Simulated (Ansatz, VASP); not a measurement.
One calculation of Mg2Si, two programs

```
Mg Si
1.0
     0.00000    3.37777    3.37777
     3.37777    0.00000    3.37777
     3.37777    3.37777    0.00000
Mg Si
2 1
Direct
  0.25000 0.25000 0.25000
  0.75000 0.75000 0.75000
  0.00000 0.00000 0.00000
```

Alike in both runs: task single point; functional PBE; k mesh 6 × 6 × 6; no spin polarisation.

|  | VASP | Ansatz |
| --- | --- | --- |
| version | VASP 6.6.1 | Ansatz 0.2.0 |
| potentials or method | VASP PAW PBE potentials, release 64 (Mg, Si) | scalar-relativistic, plane waves, PAW (harder set) |
| plane-wave cutoff (eV) | 600 | 620 |
| occupations | fermi-dirac, width 0.1 eV | fermi-dirac |
| valence electrons in the cell | 8 | 24 |

```csv
,VASP,Ansatz,Ansatz less VASP
gap on the k mesh at the Fermi level (eV),0.13,0.14,+0.008
least direct gap on the mesh (eV),0.84,0.84,+0.002
pressure (GPa),-6.8,-6.7,+0.10
```

VASP's potentials hold 8 valence electrons a cell and Ansatz's 24, so a difference there can come from the potentials and not from the codes.
